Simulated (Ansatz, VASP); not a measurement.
## GePt in VASP and in Ansatz

File INCAR:

```
SYSTEM = GePt
PREC = Accurate ; ENCUT = 520
EDIFF = 1E-7 ; ISMEAR = 0
SIGMA = 0.05 ; LREAL = .FALSE.
LASPH = .TRUE. ; NELM = 80
ALGO = Normal ; ISIF = 2
LWAVE = .FALSE. ; LCHARG = .FALSE.
GGA = PE ; NBANDS = 58
```

KPOINTS

```
Automatic mesh
0
G
  6 10 6
  0 0 0
```

Contents of POSCAR:

```
GePt
1.0
    5.7190000000      0.0000000000      0.0000000000
    0.0000000000      3.6970000000      0.0000000000
    0.0000000000      0.0000000000      6.0840000000
Ge Pt
4 4
Direct
    0.1850000000      0.2500000000      0.5900000000
    0.3150000000      0.7500000000      0.0900000000
    0.6850000000      0.2500000000      0.9100000000
    0.8150000000      0.7500000000      0.4100000000
    0.9995000000      0.2500000000      0.1908000000
    0.5005000000      0.7500000000      0.6908000000
    0.4995000000      0.2500000000      0.3092000000
    0.0005000000      0.7770489586      0.8092000000
```

Input for Ansatz:

```yaml
crystal:
  lattice:
    - [5.719, 0.0, 0.0]
    - [0.0, 3.697, 0.0]
    - [0.0, 0.0, 6.084]
  atoms:
    - { symbol: Ge, position: [0.185, 0.25, 0.59] }
    - { symbol: Ge, position: [0.315, 0.75, 0.09] }
    - { symbol: Ge, position: [0.685, 0.25, 0.91] }
    - { symbol: Ge, position: [0.815, 0.75, 0.41] }
    - { symbol: Pt, position: [0.9995, 0.25, 0.1908] }
    - { symbol: Pt, position: [0.5005, 0.75, 0.6908] }
    - { symbol: Pt, position: [0.4995, 0.25, 0.3092] }
    - { symbol: Pt, position: [0.0005, 0.7770489586, 0.8092] }
basis:
  ecutwfc: 500
  fft_grid_basis: typed
kpoints:
  mp_grid: { grid: [6, 10, 6] }
hamiltonian:
  xc: pbe
  pseudopotentials: { kind: paw }
scf:
  occupations: { method: gaussian, width: 0.05 }
output:
  forces: true
  stress: true
  eigenvalues: true
  bader: true
  write_density: true
  volumetric_format: npy
```

Alike in both runs: task single point; functional PBE; k mesh 6 × 10 × 6; occupations gaussian, width 0.05 eV; no spin polarisation.

```csv
,VASP,Ansatz
version,VASP 6.6.1,Ansatz 0.2.0
potentials or method,"VASP PAW PBE potentials, release 64 (Ge_d, Pt), cutoff 520 eV","scalar-relativistic, plane waves, PAW"
valence electrons in the cell,96,128
```

|  | VASP | Ansatz | Ansatz less VASP |
| --- | --- | --- | --- |
| gap on the k mesh at the Fermi level (eV) | none | none | - |
| pressure (GPa) | 8.5 | 8.5 | 0.00 |
| traceless stress, the component that is largest in VASP (GPa) | -0.24 | -0.23 | +0.008 |
| rms of the force components (eV/Å) | 0.209 | 0.208 | -0.0014 |

Atom by atom the forces differ by 0.002 eV/Å (rms over components). A gap of «none» marks a metal or a gap that the smearing closes. VASP's potentials hold 96 valence electrons a cell and Ansatz's 128, so a difference there can come from the potentials and not from the codes.

Spin-orbit coupling is off throughout.
